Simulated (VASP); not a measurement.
# NbSi (zincblende type) (F-43m) in VASP: further runs

NbSi (zincblende type) is run at these levels: PBE; tasks: single point.

Program: VASP 6.6.1. These are calculated values, not measurements. Logs are shortened: lines on timing, memory, paths and dates and some standing lists are left out, and cuts for length are marked.

**1. The cell of the first run**

The structure is cubic, space group F-43m (No. 216). Conventional cell: a = 5.387 Å, b = 5.387 Å, c = 5.387 Å, α = 90.00°, β = 90.00°, γ = 90.00°. Within 3.1 Å of Nb (site symmetry -43m) lie 4 Si at 2.33 Å. Si (site symmetry -43m) has 4 Nb at 2.33 Å within 3.1 Å.

**2. Single point, PBE**

Contents of INCAR:

```
PREC = Accurate ; ENCUT = 500
EDIFF = 1E-6 ; ISMEAR = -1
SIGMA = 0.1 ; LREAL = False
LASPH = True ; NELM = 120
ALGO = Normal ; ISIF = 2
LWAVE = False ; LCHARG = False
GGA = PE ; NBANDS = 16
GGA_COMPAT = False
```

Contents of KPOINTS:

```
Automatic mesh
0
Gamma
  12 12 12
```

Contents of POSCAR:

```
NbSi
1.0
    0.0000000000      2.6934446185      2.6934446185
    2.6934446185      0.0000000000      2.6934446185
    2.6934446185      2.6934446185      0.0000000000
Nb Si
1 1
Direct
    0.0000000000      0.0000000000      0.0000000000
    0.2500000000      0.2500000000      0.2500000000
```

Potentials or basis: VASP PAW PBE potentials, release 64 (Nb_sv, Si).

Command:

```bash
> cat potpaw_PBE.64/Nb_sv/POTCAR potpaw_PBE.64/Si/POTCAR > POTCAR
> mpirun -np 1 vasp_std > vasp.out
```

OUTCAR:

```text
PREC = Accurate
   ENCUT = 500
   EDIFF = 1E-6
   ISMEAR = -1
   LREAL = False
   LASPH = True
   NELM = 120
   ISIF = 2
   GGA = PE

 ion  position               nearest neighbor table
   1  0.000  0.000  0.000-   2 2.33   2 2.33   2 2.33   2 2.33
   2  0.250  0.250  0.250-   1 2.33   1 2.33   1 2.33   1 2.33

  LATTYP: Found a face centered cubic cell.
 ALAT       =     5.3868892370

  Lattice vectors:

 A1 = (   0.0000000000,   2.6934446185,   2.6934446185)
 A2 = (   2.6934446185,   0.0000000000,   2.6934446185)
 A3 = (   2.6934446185,   2.6934446185,   0.0000000000)

Analysis of symmetry for initial positions (statically):
=====================================================================
 Subroutine PRICEL returns:
 Original cell was already a primitive cell.

 Routine SETGRP: Setting up the symmetry group for a
 face centered cubic supercell.

 Subroutine GETGRP returns: Found 24 space group operations
 (whereof 24 operations were pure point group operations)
 out of a pool of 48 trial point group operations.

The static configuration has the point symmetry T_d .

Analysis of symmetry for dynamics (positions and initial velocities):
=====================================================================
 Subroutine PRICEL returns:
 Original cell was already a primitive cell.

 Routine SETGRP: Setting up the symmetry group for a
 face centered cubic supercell.

 Subroutine GETGRP returns: Found 24 space group operations
 (whereof 24 operations were pure point group operations)
 out of a pool of 48 trial point group operations.

The dynamic configuration has the point symmetry T_d .

 Subroutine INISYM returns: Found 24 space group operations
 (whereof 24 operations are pure point group operations),
 and found     1 'primitive' translations

----------------------------------------------------------------------------------------

                                     Primitive cell

  volume of cell :      39.0800

  direct lattice vectors                    reciprocal lattice vectors
     0.000000000  2.693444619  2.693444619    -0.185635894  0.185635894  0.185635894
     2.693444619  0.000000000  2.693444619     0.185635894 -0.185635894  0.185635894
     2.693444619  2.693444619  0.000000000     0.185635894  0.185635894 -0.185635894

  length of vectors
     3.809105909  3.809105909  3.809105909     0.321530800  0.321530800  0.321530800

  position of ions in fractional coordinates (direct lattice)
     0.000000000  0.000000000  0.000000000
     0.250000000  0.250000000  0.250000000

  ion indices of the primitive-cell ions
   primitive index   ion index
                 1           1
                 2           2

----------------------------------------------------------------------------------------

 KPOINTS: Automatic mesh

Automatic generation of k-mesh.
 Grid dimensions read from file:
 generate k-points for:   12   12   12

 Generating k-lattice:

  Cartesian coordinates                     Fractional coordinates (reciprocal lattice)
    -0.015469658  0.015469658  0.015469658     0.083333333  0.000000000  0.000000000
     0.015469658 -0.015469658  0.015469658     0.000000000  0.083333333  0.000000000
     0.015469658  0.015469658 -0.015469658     0.000000000  0.000000000  0.083333333

  Length of vectors
     0.026794233  0.026794233  0.026794233

  Shift w.r.t. Gamma in fractional coordinates (k-lattice)
     0.000000000  0.000000000  0.000000000

 Subroutine IBZKPT returns following result:
 ===========================================

 Found     72 irreducible k-points:

 Following reciprocal coordinates:
            Coordinates               Weight
  0.000000  0.000000  0.000000      1.000000
  0.083333  0.000000  0.000000      8.000000
  0.166667  0.000000  0.000000      8.000000
  0.250000  0.000000  0.000000      8.000000
  0.333333  0.000000  0.000000      8.000000
  0.416667  0.000000  0.000000      8.000000
[... 16 lines left out ...]
  0.500000  0.166667  0.000000     24.000000
 -0.416667  0.166667  0.000000     24.000000
 [... further k-points ...]
   k-points           NKPTS =     72   k-points in BZ     NKDIM =     72   number of bands    NBANDS=     16
   number of dos      NEDOS =    301   number of ions     NIONS =      2
   total plane-waves  NPLWV =  21952
   dimension x,y,z NGX =    28 NGY =   28 NGZ =   28
   dimension x,y,z NGXF=    56 NGYF=   56 NGZF=   56
   ions per type =               1   1
   NGX,Y,Z   is equivalent  to a cutoff of  12.22, 12.22, 12.22 a.u.
   NGXF,Y,Z  is equivalent  to a cutoff of  24.44, 24.44, 24.44 a.u.
 SYSTEM =  unknown system
   PREC   = accura    normal or accurate (medium, high low for compatibility)
   ISTART =      0    job   : 0-new  1-cont  2-samecut
   ICHARG =      2    charge: 1-file 2-atom 10-const
   ISPIN  =      1    spin polarized calculation?
   LNONCOLLINEAR =      F non collinear calculations
   LSORBIT =      F    spin-orbit coupling
   LASPH  =      T    aspherical Exc in radial PAW
   ENCUT  =  500.0 eV  36.75 Ry    6.06 a.u.   6.94  6.94  6.94*2*pi/ulx,y,z
   NELM   =    120;   NELMIN=  2; NELMDL= -5     # of ELM steps
   EDIFF  = 0.1E-05   stopping-criterion for ELM
   LREAL  =      F    real-space projection
   EDIFFG = 0.1E-04   stopping-criterion for IOM
   NSW    =      0    number of steps for IOM
   IBRION =     -1    ionic relax: 0-MD 1-quasi-New 2-CG
   NFREE  =      0    steps in history (QN), initial steepest desc. (CG)
   ISIF   =      2    stress and relaxation
   ISYM   =      2    0-nonsym 1-usesym 2-fastsym
   POTIM  = 0.5000    time-step for ionic-motion
   TEBEG  =    0.0;   TEEND  =   0.0 temperature during run
   PSTRESS=    0.0 pullay stress
   NELECT =      17.0000    total number of electrons
   NUPDOWN=      -1.0000    fix difference up-down
   EMIN   =  10.00;   EMAX   =-10.00  energy-range for DOS
   EFERMI =   0.00;   METHOD = LEGACY
   ISMEAR =    -1;   SIGMA  =   0.10  broadening in eV -4-tet -1-fermi 0-gaus
   EFERMI_NEDOS =   21; number of points for ismear=-14 and -15
   IALGO  =     38    algorithm
   IMIX   =      4    mixing-type and parameters
     AMIX     =   0.40;   BMIX     =  1.00
     AMIX_MAG =   1.60;   BMIX_MAG =  1.00
  volume/ion in A,a.u.               =      19.54       131.86
  Fermi-wavevector in a.u.,A,eV,Ry     =   1.240432  2.344077 20.934910  1.538672
  Thomas-Fermi vector in A             =   2.374873
   LORBIT       =      0    0 simple, 1 ext, 2 COOP (PROOUT), +10 PAW based schemes
   GGA     = PE    functional components
   LHFCALC =     F    Hartree Fock is set to
   AEXX    =    0.0000 exact exchange contribution
   IVDW    =     0    specifies the selected vdW correction
   LEPSILON=     F    determine dielectric tensor
   LRPA    =     F    only Hartree local field effects (RPA)
 non-spin polarized calculation
  energy-cutoff  :      500.00
  volume of cell :       39.08
 maximum number of plane-waves:      1018
   NGX = 13   NGY = 13   NGZ = 13

 number of electron      17.0000003 magnetization

 Free energy of the ion-electron system (eV)
  ---------------------------------------------------
  ext. energy  EPLUGINS =         0.00000000
  ---------------------------------------------------
  free energy    TOTEN  =       -13.28908199 eV

  energy without entropy =      -13.22551002  energy(sigma->0) =      -13.25729601

 E-fermi :   7.6202     XC(G=0): -10.7072

 val. band max:        7.5926993113   @ k =  -0.1667   0.1667   0.0000
 cond. band min:       7.6374606874   @ k =  -0.2500   0.1667   0.0000
 fundamental gap:      0.0447613761
 Fermi energy:         7.6202330777

 k-point     1 :       0.0000    0.0000    0.0000
  band No.  band energies     occupation
      1     -46.9431      2.00000
      2     -23.0725      2.00000
      3     -23.0725      2.00000
      4     -23.0725      2.00000
      5      -1.4200      2.00000
      6       5.1360      2.00000
[... 8 lines left out ...]
     15      18.5709      0.00000
     16      18.5709      0.00000

 k-point     2 :       0.0833    0.0000    0.0000
  band No.  band energies     occupation
      1     -46.9424      2.00000
      2     -23.0818      2.00000
      3     -23.0738      2.00000
      4     -23.0738      2.00000
      5      -1.3157      2.00000
      6       5.0483      2.00000
[... 8 lines left out ...]
     15      18.0083      0.00000
     16      18.3617      0.00000

 k-point     3 :       0.1667    0.0000    0.0000
  band No.  band energies     occupation
      1     -46.9407      2.00000
      2     -23.1073      2.00000
      3     -23.0775      2.00000
      4     -23.0775      2.00000
      5      -1.0199      2.00000
      6       4.8386      2.00000
[... 8 lines left out ...]
     15      16.9865      0.00000
     16      17.9676      0.00000

 k-point     4 :       0.2500    0.0000    0.0000
  band No.  band energies     occupation
      1     -46.9383      2.00000
      2     -23.1418      2.00000
      3     -23.0825      2.00000
      4     -23.0825      2.00000
      5      -0.5881      2.00000
      6       4.6218      2.00000
[... 8 lines left out ...]
     15      16.8571      0.00000
     16      18.0287      0.00000

 k-point     5 :       0.3333    0.0000    0.0000
  band No.  band energies     occupation
      1     -46.9359      2.00000
      2     -23.1761      2.00000
      3     -23.0875      2.00000
      4     -23.0875      2.00000
      5      -0.1209      2.00000
      6       4.5022      2.00000
[... 8 lines left out ...]
     15      18.0699      0.00000
     16      18.5374      0.00000

 k-point     6 :       0.4167    0.0000    0.0000
  band No.  band energies     occupation
      1     -46.9342      2.00000
      2     -23.2009      2.00000
      3     -23.0912      2.00000
      4     -23.0912      2.00000
      5       0.2435      2.00000
      6       4.5106      2.00000
[... 8 lines left out ...]
     15      18.9957      0.00000
     16      18.9957      0.00000

 k-point     7 :       0.5000    0.0000    0.0000
  band No.  band energies     occupation
      1     -46.9335      2.00000
      2     -23.2100      2.00000
      3     -23.0925      2.00000
      4     -23.0925      2.00000
      5       0.3807      2.00000
      6       4.5468      2.00000
[... 8 lines left out ...]
     15      19.1647      0.00000
     16      19.1647      0.00000

 k-point     8 :       0.0833    0.0833    0.0000
  band No.  band energies     occupation
      1     -46.9422      2.00000
      2     -23.0818      2.00000
      3     -23.0758      2.00000
      4     -23.0758      2.00000
      5      -1.2807      2.00000
      6       4.9938      2.00000
[... 8 lines left out ...]
     15      17.8755      0.00000
     16      18.3340      0.00000

 k-point     9 :       0.1667    0.0833    0.0000
  band No.  band energies     occupation
      1     -46.9409      2.00000
      2     -23.1008      2.00000
      3     -23.0801      2.00000
      4     -23.0785      2.00000
      5      -1.0480      2.00000
      6       4.8168      2.00000
[... 8 lines left out ...]
     15      17.2201      0.00000
     16      17.8261      0.00000
[... 172 lines left out ...]
 k-point    19 :       0.1667    0.1667    0.0000
  band No.  band energies     occupation
      1     -46.9399      2.00000
      2     -23.1070      2.00000
      3     -23.0850      2.00000
      4     -23.0850      2.00000
      5      -0.8836      2.00000
      6       4.6412      2.00000
[... 8 lines left out ...]
     15      16.2877      0.00000
     16      18.3307      0.00000

 k-point    20 :       0.2500    0.1667    0.0000
  band No.  band energies     occupation
      1     -46.9381      2.00000
      2     -23.1294      2.00000
      3     -23.0910      2.00000
      4     -23.0903      2.00000
      5      -0.5555      2.00000
      6       4.4447      2.00000
[... 8 lines left out ...]
     15      16.4152      0.00000
     16      18.2829      0.00000

 k-point    21 :       0.3333    0.1667    0.0000
  band No.  band energies     occupation
      1     -46.9359      2.00000
      2     -23.1576      2.00000
      3     -23.0970      2.00000
      4     -23.0963      2.00000
      5      -0.1308      2.00000
      6       4.3233      2.00000
[... 8 lines left out ...]
     15      17.0025      0.00000
     16      18.5478      0.00000

 k-point    22 :       0.4167    0.1667    0.0000
  band No.  band energies     occupation
      1     -46.9340      2.00000
      2     -23.1824      2.00000
      3     -23.1050      2.00000
      4     -23.0996      2.00000
      5       0.2803      2.00000
      6       4.3443      2.00000
[... 8 lines left out ...]
     15      17.9354      0.00000
     16      18.8192      0.00000

 k-point    23 :       0.5000    0.1667    0.0000
  band No.  band energies     occupation
      1     -46.9327      2.00000
      2     -23.1972      2.00000
      3     -23.1123      2.00000
      4     -23.1000      2.00000
      5       0.5475      2.00000
      6       4.4989      2.00000
[... 8 lines left out ...]
     15      18.5257      0.00000
     16      18.8440      0.00000

 k-point    24 :      -0.4167    0.1667    0.0000
  band No.  band energies     occupation
      1     -46.9326      2.00000
      2     -23.1984      2.00000
      3     -23.1167      2.00000
      4     -23.0974      2.00000
      5       0.5829      2.00000
      6       4.6443      2.00000
[... 8 lines left out ...]
     15      18.6338      0.00000
     16      18.7663      0.00000

 [... further k-points ...]

------------------------ aborting loop because EDIFF is reached ----------------------------------------

  FORCE on cell =-STRESS in cart. coord.  units (eV):
  Direction    XX          YY          ZZ          XY          YZ          ZX
  --------------------------------------------------------------------------------------
  -------------------------------------------------------------------------------------
  Total        6.0748969      6.0748969      6.0748969      0.0000000      0.0000000      0.0000000
  in kB      249.0550493    249.0550493    249.0550493      0.0000000      0.0000000      0.0000000
  external PRESSURE =     249.0550493 kB  Pullay stress =       0.0000000 kB

 VOLUME and BASIS-vectors are now :
 -----------------------------------------------------------------------------
  energy-cutoff  :      500.00
  volume of cell :       39.08
      direct lattice vectors                 reciprocal lattice vectors
     0.000000000  2.693444619  2.693444619    -0.185635894  0.185635894  0.185635894
     2.693444619  0.000000000  2.693444619     0.185635894 -0.185635894  0.185635894
     2.693444619  2.693444619  0.000000000     0.185635894  0.185635894 -0.185635894

 POSITION                                       TOTAL-FORCE (eV/Angst)
 -----------------------------------------------------------------------------------
      0.00000      0.00000      0.00000        -0.000000     -0.000000     -0.000000
      1.34672      1.34672      1.34672         0.000000      0.000000      0.000000
 -----------------------------------------------------------------------------------
    total drift:                                0.000000      0.000000      0.000000

  FREE ENERGIE OF THE ION-ELECTRON SYSTEM (eV)
  ---------------------------------------------------
  free  energy   TOTEN  =       -13.2890819872 eV

  energy  without entropy=      -13.2255100250  energy(sigma->0) =      -13.25729601
```

It took 18 s on 1 thread of Intel Xeon 6975P-C (Granite Rapids), shared host; peak memory 0.17 GiB.

What came out:

- Free energy: -13.2891 eV
- Pressure: 24.9 GPa

Levels at points of the mesh, in eV from the Fermi level:
```tsv
k point	band 4	band 5	band 6	band 7	band 8	band 9	band 10	band 11	band 12	band 13
(0.00, 0.00, 0.00)	-30.69	-9.04	-2.48	-2.48	-2.48	0.49	0.49	6.00	7.62	7.62
(0.50, 0.00, 0.00)	-30.71	-7.24	-3.07	-2.06	-2.06	1.14	1.14	1.80	5.38	5.38
(0.50, 0.50, 0.00)	-30.74	-6.56	-4.13	-0.79	-0.22	-0.22	1.78	2.28	2.60	2.60
```

**3. Single point, PBE**

Contents of INCAR:

```
SYSTEM = NbSi
PREC = Accurate
ENCUT = 500
EDIFF = 1E-6
ISMEAR = -1
SIGMA = 0.1
LREAL = .FALSE.
LASPH = .TRUE.
NELM = 120
ALGO = Normal
ISIF = 2
LWAVE = .FALSE.
LCHARG = .TRUE.
GGA = PE
LELF = .TRUE.
LVHAR = .TRUE.
NBANDS = 16
GGA_COMPAT = .FALSE.
```

Contents of KPOINTS:

```
Automatic mesh
0
G
  12 12 12
  0 0 0
```

Contents of POSCAR:

```
NbSi
1.0
    0.0000000000      2.6929738840      2.6929738840
    2.6929738840      0.0000000000      2.6929738840
    2.6929738840      2.6929738840      0.0000000000
Nb Si
1 1
Direct
    0.0000000000      0.0000000000      0.0000000000
    0.2500000000      0.2500000000      0.2500000000
```

Potentials or basis: VASP PAW PBE potentials, release 64 (Nb_sv, Si).

Command:

```bash
> cat potpaw_PBE.64/Nb_sv/POTCAR potpaw_PBE.64/Si/POTCAR > POTCAR
> mpirun -np 1 vasp_std > vasp.out
```

Wall time 18 s (1 thread of Intel Xeon 6975P-C (Granite Rapids), shared host); peak memory 0.18 GiB.

The run converged. Its results:

- Free energy: -13.2859 eV
- Pressure: 25.0 GPa

Levels at points of the mesh, in eV from the Fermi level:
| k point | band 5 | band 6 | band 7 | band 8 | band 9 | band 10 | band 11 | band 12 |
| --- | --- | --- | --- | --- | --- | --- | --- | --- |
| (0.00, 0.00, 0.00) | -9.04 | -2.49 | -2.49 | -2.49 | 0.49 | 0.49 | 6.00 | 7.62 |
| (0.50, 0.00, 0.00) | -7.24 | -3.07 | -2.06 | -2.06 | 1.15 | 1.15 | 1.80 | 5.38 |
| (0.50, 0.50, 0.00) | -6.56 | -4.13 | -0.79 | -0.22 | -0.22 | 1.78 | 2.28 | 2.60 |
